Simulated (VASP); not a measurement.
# In2S (P6/mmm) in VASP: further runs

Runs on In2S. Level: PBE. Tasks: single point.

Everything below comes from runs of VASP 6.6.1. Logs are shortened: lines on timing, memory, paths and dates and some standing lists are left out, and cuts for length are marked.

### Step 1. The cell of the first run

It takes space group P6/mmm (No. 191, hexagonal). The conventional cell has a = 4.905 Å, b = 4.905 Å, c = 3.765 Å, α = 90.00°, β = 90.00°, γ = 120.00°. Within 3.8 Å of In (site symmetry -6m2) lie 5 In at 2.83 to 3.76 Å and 6 S at 3.40 Å. S (site symmetry 6/mmm) has 12 In at 3.40 Å and 2 S at 3.76 Å within 4.5 Å.

The cell was built from a structure type or drawn by symmetry, and may not be a known phase.

### Step 2. Single point, PBE

Contents of INCAR:

```
SYSTEM = In2S
PREC = Accurate
ENCUT = 500
EDIFF = 1E-6
ISMEAR = 0
SIGMA = 0.15
LREAL = .False.
LASPH = .True.
NELM = 120
ALGO = Normal
ISIF = 2
LWAVE = .False.
LCHARG = .False.
GGA = PE
NBANDS = 23
GGA_COMPAT = .False.
```

Contents of KPOINTS:

```
Automatic mesh
0
Gamma
  4 4 3
  0 0 0
```

Contents of POSCAR:

```
In2S
1.0
    4.9054876871      0.0000000000      0.0000000000
   -2.4527438435      4.2482769549      0.0000000000
    0.0000000000      0.0000000000      3.7648041998
In S
2 1
Direct
    0.3333333333      0.6666666667      0.5000000000
    0.6666666667      0.3333333333      0.5000000000
    0.0000000000      0.0000000000      0.0000000000
```

Potentials or basis: VASP PAW PBE potentials, release 64 (In_d, S).

On the command line:

```console
cat potpaw_PBE.64/In_d/POTCAR potpaw_PBE.64/S/POTCAR > POTCAR
mpirun -np 1 vasp_std > vasp.out
```

OUTCAR:

```text
SYSTEM = In2S
   PREC = Accurate
   ENCUT = 500
   EDIFF = 1E-6
   ISMEAR = 0
   LREAL = .False.
   LASPH = .True.
   NELM = 120
   ISIF = 2
   GGA = PE

 ion  position               nearest neighbor table
   1  0.333  0.667  0.500-   2 2.83   2 2.83   2 2.83   3 3.40   3 3.40   3 3.40   3 3.40   3 3.40
                             3 3.40
   2  0.667  0.333  0.500-   1 2.83   1 2.83   1 2.83   3 3.40   3 3.40   3 3.40   3 3.40   3 3.40
                             3 3.40
   3  0.000  0.000  0.000-   1 3.40   2 3.40   1 3.40   2 3.40   1 3.40   1 3.40   2 3.40   2 3.40
                             2 3.40   2 3.40   1 3.40   1 3.40

  LATTYP: Found a hexagonal cell.
 ALAT       =     4.9054876871
 C/A-ratio  =     0.7674678727

  Lattice vectors:

 A1 = (   4.9054876871,   0.0000000000,   0.0000000000)
 A2 = (  -2.4527438435,   4.2482769549,   0.0000000000)
 A3 = (   0.0000000000,   0.0000000000,   3.7648041998)

Analysis of symmetry for initial positions (statically):
=====================================================================
 Subroutine PRICEL returns:
 Original cell was already a primitive cell.

 Routine SETGRP: Setting up the symmetry group for a
 hexagonal supercell.

 Subroutine GETGRP returns: Found 24 space group operations
 (whereof 24 operations were pure point group operations)
 out of a pool of 24 trial point group operations.

The static configuration has the point symmetry D_6h.

Analysis of symmetry for dynamics (positions and initial velocities):
=====================================================================
 Subroutine PRICEL returns:
 Original cell was already a primitive cell.

 Routine SETGRP: Setting up the symmetry group for a
 hexagonal supercell.

 Subroutine GETGRP returns: Found 24 space group operations
 (whereof 24 operations were pure point group operations)
 out of a pool of 24 trial point group operations.

The dynamic configuration has the point symmetry D_6h.

 Subroutine INISYM returns: Found 24 space group operations
 (whereof 24 operations are pure point group operations),
 and found     1 'primitive' translations

----------------------------------------------------------------------------------------

                                     Primitive cell

  volume of cell :      78.4580

  direct lattice vectors                    reciprocal lattice vectors
     4.905487687  0.000000000  0.000000000     0.203853330  0.117694775  0.000000000
    -2.452743843  4.248276955  0.000000000     0.000000000  0.235389550  0.000000000
[... 70 lines left out ...]
   EDIFF  = 0.1E-05   stopping-criterion for ELM
   LREAL  =      F    real-space projection
   EDIFFG = 0.1E-04   stopping-criterion for IOM
   NSW    =      0    number of steps for IOM
   IBRION =     -1    ionic relax: 0-MD 1-quasi-New 2-CG
   NFREE  =      0    steps in history (QN), initial steepest desc. (CG)
   ISIF   =      2    stress and relaxation
   ISYM   =      2    0-nonsym 1-usesym 2-fastsym
   POTIM  = 0.5000    time-step for ionic-motion
   TEBEG  =    0.0;   TEEND  =   0.0 temperature during run
   PSTRESS=    0.0 pullay stress
   NELECT =      32.0000    total number of electrons
   NUPDOWN=      -1.0000    fix difference up-down
   EMIN   =  10.00;   EMAX   =-10.00  energy-range for DOS
   EFERMI =   0.00;   METHOD = LEGACY
   ISMEAR =     0;   SIGMA  =   0.15  broadening in eV -4-tet -1-fermi 0-gaus
   EFERMI_NEDOS =   21; number of points for ismear=-14 and -15
   IALGO  =     38    algorithm
   IMIX   =      4    mixing-type and parameters
     AMIX     =   0.40;   BMIX     =  1.00
     AMIX_MAG =   1.60;   BMIX_MAG =  1.00
  volume/ion in A,a.u.               =      26.15       176.49
  Fermi-wavevector in a.u.,A,eV,Ry     =   1.214075  2.294270 20.054706  1.473979
  Thomas-Fermi vector in A             =   2.349507
   LORBIT       =      0    0 simple, 1 ext, 2 COOP (PROOUT), +10 PAW based schemes
   GGA     = PE    functional components
   LHFCALC =     F    Hartree Fock is set to
   AEXX    =    0.0000 exact exchange contribution
   IVDW    =     0    specifies the selected vdW correction
   LEPSILON=     F    determine dielectric tensor
   LRPA    =     F    only Hartree local field effects (RPA)
 non-spin polarized calculation
 Gauss-broadening in eV      SIGMA  =   0.15
  energy-cutoff  :      500.00
  volume of cell :       78.46
 maximum number of plane-waves:      2006
 NGX is ok and might be reduce to    36
   NGX = 17   NGY = 17   NGZ = 13

 number of electron      32.0000024 magnetization

 Free energy of the ion-electron system (eV)
  ---------------------------------------------------
  ext. energy  EPLUGINS =         0.00000000
  ---------------------------------------------------
  free energy    TOTEN  =        -8.89369383 eV

  energy without entropy =       -8.89285669  energy(sigma->0) =       -8.89327526

 E-fermi :   6.0198     XC(G=0):  -9.6887

 val. band max:        5.7676347059   @ k =   0.5000   0.0000   0.0000
 cond. band min:       6.2677026300   @ k =   0.0000   0.0000   0.3333
 fundamental gap:      0.5000679241
 Fermi energy:         6.0198045535

 k-point     1 :       0.0000    0.0000    0.0000
  band No.  band energies     occupation
      1      -9.2829      2.00000
      2      -9.1585      2.00000
      3      -9.1585      2.00000
      4      -9.0712      2.00000
      5      -9.0712      2.00000
      6      -8.8896      2.00000
[... 197 lines left out ...]
     22      13.3336      0.00000
     23      15.3710      0.00000

------------------------ aborting loop because EDIFF is reached ----------------------------------------

  FORCE on cell =-STRESS in cart. coord.  units (eV):
  Direction    XX          YY          ZZ          XY          YZ          ZX
  --------------------------------------------------------------------------------------
  -------------------------------------------------------------------------------------
  Total        0.2163290      0.2163290     -0.0242182      0.0000000     -0.0000000      0.0000000
  in kB        4.4176152      4.4176152     -0.4945551      0.0000000     -0.0000000      0.0000000
  external PRESSURE =       2.7802251 kB  Pullay stress =       0.0000000 kB

 VOLUME and BASIS-vectors are now :
 -----------------------------------------------------------------------------
  energy-cutoff  :      500.00
  volume of cell :       78.46
      direct lattice vectors                 reciprocal lattice vectors
     4.905487687  0.000000000  0.000000000     0.203853330  0.117694775  0.000000000
    -2.452743843  4.248276955  0.000000000     0.000000000  0.235389550  0.000000000
     0.000000000  0.000000000  3.764804200     0.000000000  0.000000000  0.265618063

 POSITION                                       TOTAL-FORCE (eV/Angst)
 -----------------------------------------------------------------------------------
     -0.00000      2.83218      1.88240         0.000000     -0.000000      0.000000
      2.45274      1.41609      1.88240        -0.000000      0.000000     -0.000000
      0.00000      0.00000      0.00000         0.000000      0.000000     -0.000000
 -----------------------------------------------------------------------------------
    total drift:                                0.000000      0.000000     -0.000000

  FREE ENERGIE OF THE ION-ELECTRON SYSTEM (eV)
  ---------------------------------------------------
  free  energy   TOTEN  =        -8.8936938300 eV

  energy  without entropy=       -8.8928566935  energy(sigma->0) =       -8.89327526
```

OSZICAR:

```text
N       E                     dE             d eps       ncg     rms          rms(c)
DAV:   1     0.256074264987E+03    0.25607E+03   -0.15063E+04   368   0.165E+03
DAV:   2     0.163455551970E+02   -0.23973E+03   -0.23090E+03   368   0.393E+02
DAV:   3    -0.864202709328E+01   -0.24988E+02   -0.23731E+02   490   0.133E+02
DAV:   4    -0.955424145406E+01   -0.91221E+00   -0.91099E+00   431   0.264E+01
DAV:   5    -0.959659902461E+01   -0.42358E-01   -0.42355E-01   570   0.520E+00    0.507E+00
DAV:   6    -0.890439065130E+01    0.69221E+00   -0.10687E+00   518   0.119E+01    0.323E+00
DAV:   7    -0.890309120394E+01    0.12994E-02   -0.20739E-01   396   0.222E+00    0.166E+00
DAV:   8    -0.889435849545E+01    0.87327E-02   -0.28446E-02   517   0.965E-01    0.212E-01
DAV:   9    -0.889356092881E+01    0.79757E-03   -0.24705E-03   532   0.371E-01    0.150E-01
DAV:  10    -0.889371429182E+01   -0.15336E-03   -0.56378E-04   476   0.239E-01    0.529E-02
DAV:  11    -0.889369324379E+01    0.21048E-04   -0.73272E-05   548   0.852E-02    0.170E-02
DAV:  12    -0.889369438811E+01   -0.11443E-05   -0.18727E-05   421   0.281E-02    0.117E-02
DAV:  13    -0.889369383004E+01    0.55807E-06   -0.74754E-07   275   0.784E-03
   1 F= -.88936938E+01 E0= -.88932753E+01  d E =-.837137E-03
```

stdout:

```text
POSCAR found type information on POSCAR InS
 POSCAR found :  2 types and       3 ions
 scaLAPACK will be used
 LDA part: xc-table for (Slater+PW92), standard interpolation
 POSCAR, INCAR and KPOINTS ok, starting setup
 FFT: planning ... GRIDC
 FFT: planning ... GRID_SOFT
 FFT: planning ... GRID
 WAVECAR not read
 entering main loop
```

It took 11 s on 1 thread of Intel Xeon Platinum 8488C (Sapphire Rapids), shared host; peak memory 0.18 GiB.

What came out:

```yaml
Free_energy: -8.8937 eV
Pressure: 0.3 GPa
Band_gap_on_the_k_mesh: zero (bands 16 and 17 overlap by 0.53 eV)
```

Caveat: the k points lie up to 0.56 Å⁻¹ apart, too coarse for converged energies and pressures of a metal; spin-orbit coupling is left out, which moves the levels of the heavy elements.

### Step 3. Single point, PBE

This run uses another cell than the first one, of 26.29 Å³/atom.

Contents of INCAR:

```
PREC     = Accurate       # precision mode
ENCUT    = 500            # plane-wave cutoff, eV
EDIFF    = 1E-6           # SCF threshold, eV
ISMEAR   = 0              # smearing method
SIGMA    = 0.15           # smearing width, eV
LREAL    = False          # projectors in reciprocal space
LASPH    = True           # aspherical terms in the spheres
NELM     = 120            # most SCF steps
ALGO     = Normal         # electronic algorithm
ISIF     = 2              # what is computed and relaxed
LWAVE    = False          # write WAVECAR
LCHARG   = True           # write CHGCAR
GGA      = PE             # functional
LELF     = True           # ELF
LVHAR    = True         
NBANDS   = 23             # bands
GGA_COMPAT= False
```

Contents of KPOINTS:

```
Automatic mesh
0
Gamma
  4 4 3
```

Contents of POSCAR:

```
In2S
1.0
    4.9240037290      0.0000000000      0.0000000000
   -2.4620018645      4.2643123177      0.0000000000
    0.0000000000      0.0000000000      3.7556609279
In S
2 1
Direct
    0.3333333333      0.6666666667      0.0000000000
    0.6666666667      0.3333333333      0.0000000000
    0.0000000000      0.0000000000      0.5000000000
```

Potentials or basis: VASP PAW PBE potentials, release 64 (In_d, S).

On the command line:

```console
cat potpaw_PBE.64/In_d/POTCAR potpaw_PBE.64/S/POTCAR > POTCAR
mpirun -np 1 vasp_std > vasp.out
```

Wall time 12 s (1 thread of Intel Xeon Platinum 8488C (Sapphire Rapids), shared host); peak memory 0.18 GiB.

The run converged. Its results:

```yaml
Free_energy: -8.8946 eV
Pressure: 0.0 GPa
Band_gap_on_the_k_mesh: zero (bands 16 and 17 overlap by 0.54 eV)
```

Stress tensor (GPa, compression positive):
```
-0.05  0.00  0.00
 0.00 -0.05  0.00
 0.00  0.00  0.05
```

Levels at points of the mesh, in eV from the Fermi level:
| k point | band 12 | band 13 | band 14 | band 15 | band 16 | band 17 | band 18 | band 19 | band 20 | band 21 |
| --- | --- | --- | --- | --- | --- | --- | --- | --- | --- | --- |
| (0.00, 0.00, 0.00) | -6.97 | -2.49 | -2.49 | -1.36 | -0.67 | -0.30 | -0.30 | 4.21 | 4.96 | 6.67 |
| (0.50, 0.00, 0.00) | -7.37 | -4.81 | -3.62 | -0.91 | -0.25 | 1.72 | 2.40 | 3.76 | 6.10 | 6.39 |

Caveat: the k points lie up to 0.56 Å⁻¹ apart, too coarse for converged energies and pressures of a metal; spin-orbit coupling is left out, which moves the levels of the heavy elements.
